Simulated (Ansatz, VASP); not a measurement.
## Two plane-wave programs on SiC

```
Si C
1.0
     3.07600    0.03845    0.00000
    -1.50470    2.64467    0.00000
     0.00000    0.00000    5.04800
Si C
2 2
Direct
  0.33333 0.66667 0.00000
  0.66667 0.33333 0.50000
  0.33333 0.66667 0.38500
  0.66667 0.33333 0.88500
```

Change from the starting cell: strain +0.0250 x Voigt [0, 0, 0, 0, 0, 1], atoms carried along.

Alike in both runs: task single point; functional PBE; k mesh 12 × 12 × 6; occupations gaussian, width 0.05 eV; no spin polarisation.

|  | VASP | Ansatz |
| --- | --- | --- |
| version | VASP 6.6.1 | Ansatz 0.2.0 |
| potentials or method | VASP PAW PBE potentials, release 64 (Si, C), cutoff 520 eV | scalar-relativistic, plane waves, PAW |
| valence electrons in the cell | 16 | 16 |

VASP gave:

```
gap on the k mesh at the Fermi level (eV)                     : 2.32
least direct gap on the mesh (eV)                             : 3.96
pressure (GPa)                                                : 3.8
traceless stress, the component that is largest in VASP (GPa) : -6.14
rms of the force components (eV/Å)                            : 0.464
```

Task: What did Ansatz give for the same quantities?

Result: gap on the k mesh at the Fermi level (eV): 2.32; least direct gap on the mesh (eV): 3.96; pressure (GPa): 3.8; traceless stress, the component that is largest in VASP (GPa): -6.11; rms of the force components (eV/Å): 0.464.

Atom by atom the forces differ by 0.000 eV/Å (rms over components).
